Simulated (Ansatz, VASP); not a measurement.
# One calculation of KBr, two programs

Contents of POSCAR:

```
KBr
1.0
   -0.0254273082      3.3022478201      3.3022478201
    3.3022478201     -0.0254273082      3.3022478201
    3.2768205119      3.2768205119      0.0000000000
K Br
1 1
Direct
    0.0000000000      0.0000000000      0.0000000000
    0.5000000000      0.5000000000      0.5000000000
```

The input INCAR.step1:

```
SYSTEM = KBr
PREC = Accurate
ENCUT = 520
EDIFF = 1E-5
ISMEAR = 0
SIGMA = 0.01
LREAL = .FALSE.
LASPH = .TRUE.
NELM = 100
ALGO = Normal
ISIF = 2
LWAVE = .TRUE.
NBANDS = 15
GGA = PE
```

Contents of INCAR.step2:

```
SYSTEM = KBr
PREC = Accurate
ENCUT = 520
EDIFF = 1E-7
ISMEAR = 0
SIGMA = 0.01
LREAL = .FALSE.
LASPH = .TRUE.
NELM = 100
ALGO = Normal
ISIF = 2
LWAVE = .FALSE.
LCHARG = .TRUE.
GGA = PE
LHFCALC = .TRUE.
HFSCREEN = 0.2079
PRECFOCK = Normal
LELF = .TRUE.
LVHAR = .TRUE.
NBANDS = 15
ISTART = 1
```

KPOINTS

```
Automatic mesh
0
G
  4 4 4
  0 0 0
```

Input for Ansatz:

```yaml
crystal:
  lattice:
    - [-0.0254273082, 3.3022478201, 3.3022478201]
    - [3.3022478201, -0.0254273082, 3.3022478201]
    - [3.2768205119, 3.2768205119, 0.0]
  atoms:
    - { symbol: K, position: [0.0, 0.0, 0.0] }
    - { symbol: Br, position: [0.5, 0.5, 0.5] }
kpoints:
  mp_grid: { grid: [4, 4, 4] }
  band_path:
    path:
      - [0.0, 0.0, 0.0]
      - [0.5, 0.0, 0.5]
      - [0.625, 0.25, 0.625]
      - [0.375, 0.375, 0.75]
      - [0.5, 0.5, 0.5]
      - [0.5, 0.25, 0.75]
    npoints: 1
hamiltonian:
  xc: hse06
scf:
  occupations: { method: fixed }
  n_extra_bands: 4
output:
  forces: true
  stress: true
  eigenvalues: true
  write_density: true
  write_potential: true
  elf: true
  volumetric_format: npy
```

Change from the starting cell: shear_xy strain -1.5%.

Alike in both runs: task single point; functional HSE06; k mesh 4 × 4 × 4; no spin polarisation.

|  | VASP | Ansatz |
| --- | --- | --- |
| version | VASP 6.6.1 | Ansatz 0.2.0 |
| potentials or method | VASP PAW PBE potentials, release 64 (K_sv, Br) | plane waves, PAW |
| plane-wave cutoff (eV) | 520 | 420 |
| occupations | gaussian, width 0.01 eV | fixed |
| valence electrons in the cell | 16 | 16 |

|  | VASP | Ansatz | Ansatz less VASP |
| --- | --- | --- | --- |
| gap on the k mesh at the Fermi level (eV) | 5.57 | 5.58 | +0.003 |
| pressure (GPa) | 0.4 | 0.4 | -0.02 |
| traceless stress, the component that is largest in VASP (GPa) | 0.08 | 0.08 | 0.000 |

Ansatz's warnings: stress exchange threshold loose, stress scf threshold loose.
